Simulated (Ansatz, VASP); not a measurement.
**Two plane-wave programs on Al2Cu**

```
Al Cu
1.0
    -2.99655    2.99655    2.41392
     2.99655   -2.99655    2.41392
     2.99655    2.99655   -2.41392
Al Cu
4 2
Direct
  0.19029 0.62835 0.81864
  0.69029 0.87165 0.56194
  0.80971 0.37165 0.18136
  0.30971 0.12835 0.43806
  0.75000 0.75000 0.00000
  0.25000 0.25000 0.00000
```

Change from the starting cell: mode 11 (250.9 1/cm) frozen in, largest displacement +0.263 Å.

Alike in both runs: task single point; functional PBEsol; k mesh 12 × 12 × 12; occupations gaussian, width 0.15 eV; no spin polarisation.

```csv
,VASP,Ansatz
version,VASP 6.6.1,Ansatz 0.2.0
potentials or method,"VASP PAW PBE potentials, release 64 (Al, Cu), cutoff 520 eV","scalar-relativistic, plane waves, PAW"
valence electrons in the cell,34,50
```

Ansatz gave:

| Property | Result |
| --- | --- |
| gap on the k mesh at the Fermi level (eV) | none |
| pressure (GPa) | 5.5 |
| traceless stress, the component that is largest in VASP (GPa) | -8.16 |
| rms of the force components (eV/Å) | 0.884 |

Q: What did VASP give for the same quantities?

A: gap on the k mesh at the Fermi level (eV): none; pressure (GPa): 5.6; traceless stress, the component that is largest in VASP (GPa): -8.29; rms of the force components (eV/Å): 0.887.

VASP's potentials were made for PBE, not for PBEsol. Atom by atom the forces differ by 0.003 eV/Å (rms over components). A gap of «none» marks a metal or a gap that the smearing closes. VASP's potentials hold 34 valence electrons a cell and Ansatz's 50, so a difference there can come from the potentials and not from the codes.
